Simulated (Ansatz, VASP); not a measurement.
## Two plane-wave programs on C

```
CELL_PARAMETERS angstrom
-2.46466 0.00000 0.00000
0.00000 0.00000 -3.57197
0.00000 -4.26892 0.00000
ATOMIC_POSITIONS crystal
C 0.50000 0.00000 0.16386
C 0.00000 0.00000 0.65261
C 0.00000 0.00000 0.33614
C 0.50000 0.00000 0.84739
```

Change from the starting cell: mode 8 frozen in at -0.024 Å and mode 12 at +0.036 Å (largest displacements).

Alike in both runs: task single point; functional PBE; dispersion D3(BJ); k mesh 18 × 12 × 10; occupations gaussian, width 0.15 eV; no spin polarisation.

```csv
,VASP,Ansatz
version,VASP 6.6.1,Ansatz 0.2.0
potentials or method,"VASP PAW PBE potentials, release 64 (C), cutoff 520 eV","scalar-relativistic, plane waves, PAW"
valence electrons in the cell,16,16
```

|  | VASP | Ansatz | Ansatz less VASP |
| --- | --- | --- | --- |
| gap on the k mesh at the Fermi level (eV) | none | none | - |
| pressure (GPa) | 3.2 | 2.8 | -0.37 |
| traceless stress, the component that is largest in VASP (GPa) | 8.90 | 8.56 | -0.339 |
| rms of the force components (eV/Å) | 2.614 | 2.610 | -0.0044 |

Atom by atom the forces differ by 0.005 eV/Å (rms over components). A gap of «none» marks a metal or a gap that the smearing closes.
